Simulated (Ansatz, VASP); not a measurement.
# One calculation of GaN, two programs

```
Ga N
1.0
     3.16813    0.00000    0.00000
    -1.58407    2.74368    0.00000
     0.00000    0.00000   10.21687
Ga N
4 4
Direct
  0.00000 0.00000 0.78587
  0.66667 0.33333 0.03735
  0.33333 0.66667 0.53735
  0.00000 0.00000 0.28587
  0.00000 0.00000 0.09304
  0.66667 0.33333 0.34375
  0.00000 0.00000 0.59304
  0.33333 0.66667 0.84374
```

Alike in both runs: task single point; functional PBEsol; k mesh 10 × 10 × 3; occupations fermi-dirac, width 0.05 eV; no spin polarisation.

```csv
,VASP,Ansatz
version,VASP 6.6.1,Ansatz 0.2.0
potentials or method,"VASP PAW PBE potentials, release 64 (Ga_d, N)",Ansatz PAW
plane-wave cutoff (eV),520,420
valence electrons in the cell,72,72
```

|  | VASP | Ansatz | Ansatz less VASP |
| --- | --- | --- | --- |
| gap on the k mesh at the Fermi level (eV) | 1.09 | 1.08 | -0.014 |
| least direct gap on the mesh (eV) | 1.09 | 1.08 | -0.014 |
| pressure (GPa) | 0.8 | 1.1 | +0.21 |
| traceless stress, the component that is largest in VASP (GPa) | 4.05 | 3.97 | -0.081 |
| rms of the force components (eV/Å) | 0.175 | 0.181 | +0.0067 |

VASP's potentials were made for PBE, not for PBEsol. Atom by atom the forces differ by 0.010 eV/Å (rms over components).

Noted on Ansatz's run: odd divisions of the mesh miss points on the zone boundary, where band edges often lie, so the gap on the mesh can be too wide.
